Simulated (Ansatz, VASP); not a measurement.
**Two plane-wave programs on Te**

File INCAR:

```
PREC = Accurate
ENCUT = 520
EDIFF = 1E-6
ISMEAR = 0
SIGMA = 0.15
LREAL = False
LASPH = True
NELM = 100
ALGO = Normal
ISIF = 2
LWAVE = False
LCHARG = False
GGA = PS
NBANDS = 9
```

Contents of KPOINTS:

```
Automatic mesh
0
Gamma
  15 15 15
```

File POSCAR:

```
Te
1.0
    2.2705218409      1.3108863961      1.6992585457
   -2.2705218409      1.3108863961      1.6992585457
    0.0000000000     -2.6217727920      1.6992585458
Te
1
Direct
    0.5000000000      0.5000000000      0.5000000000
```

Input for Ansatz:

```yaml
crystal:
  lattice:
    - [2.2705218409, 1.3108863961, 1.6992585457]
    - [-2.2705218409, 1.3108863961, 1.6992585457]
    - [0.0, -2.621772792, 1.6992585458]
  atoms:
    - { symbol: Te, position: [0.5, 0.5, 0.5] }
basis:
  ecutwfc: 420
kpoints:
  mp_grid: { grid: [15, 15, 15] }
hamiltonian:
  xc: pbesol
  pseudopotentials: { kind: paw }
scf:
  occupations: { method: gaussian, width: 0.15 }
output:
  forces: true
  stress: true
  eigenvalues: true
```

Alike in both runs: task single point; functional PBEsol; k mesh 15 × 15 × 15; occupations gaussian, width 0.15 eV; no spin polarisation.

```csv
,VASP,Ansatz
version,VASP 6.6.1,Ansatz 0.2.0
potentials or method,"VASP PAW PBE potentials, release 64 (Te), cutoff 520 eV","scalar-relativistic, plane waves, PAW"
valence electrons in the cell,6,16
```

```csv
,VASP,Ansatz,Ansatz less VASP
gap on the k mesh at the Fermi level (eV),none,none,-
pressure (GPa),1.5,1.4,-0.06
```

VASP's potentials were made for PBE, not for PBEsol. A gap of «none» marks a metal or a gap that the smearing closes. With one functional, cell and mesh, what is left measures potentials, basis and numerics. VASP's potentials hold 6 valence electrons a cell and Ansatz's 16, so a difference there can come from the potentials and not from the codes.

Spin-orbit coupling is off throughout.
